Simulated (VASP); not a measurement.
SiC (lda): single point with LDA

Crystal: SiC (lda).

```xyz
2
Lattice="0.0000 2.1645 2.1645 2.1645 0.0000 2.1645 2.1645 2.1645 0.0000" Properties=species:S:1:pos:R:3 pbc="T T T"
Si    0.0000    0.0000    0.0000
C     1.0822    1.0822    1.0822
```

```
Program                : VASP 6.6.1
Task                   : single point
Functional             : LDA
Potentials or basis    : VASP PAW LDA potentials, release 64 (Si, C)
Cutoff                 : 600 eV
k mesh                 : 10 × 10 × 10
Occupations            : gaussian, width 0.02 eV
Spin                   : no spin polarisation
Dipole correction      : no
Further INCAR settings : ALGO = Normal; EDIFF = 1e-06; NBANDS = 11
```

```
Pressure               : 0.3 GPa
Band gap on the k mesh : 1.29 eV, indirect (least direct gap 4.52 eV)
```

Levels at points of the mesh, in eV from the valence-band top:
```tsv
k point	band 1	band 2	band 3	band 4	band 5	band 6	band 7	band 8	band 9
(0.00, 0.00, 0.00)	-15.47	0.00	0.00	0.00	6.53	7.33	7.33	7.33	14.58
(0.50, 0.00, 0.00)	-11.78	-8.67	-1.06	-1.06	5.57	7.21	7.21	10.03	16.18
(0.50, 0.50, 0.00)	-10.28	-7.88	-3.23	-3.23	1.29	4.26	14.06	14.06	14.82
```

It took 9.7 s on 1 thread of AMD EPYC 9R45 (Zen 5), on a shared host, peak memory 0.1 GiB.

A k mesh can miss the band edges.
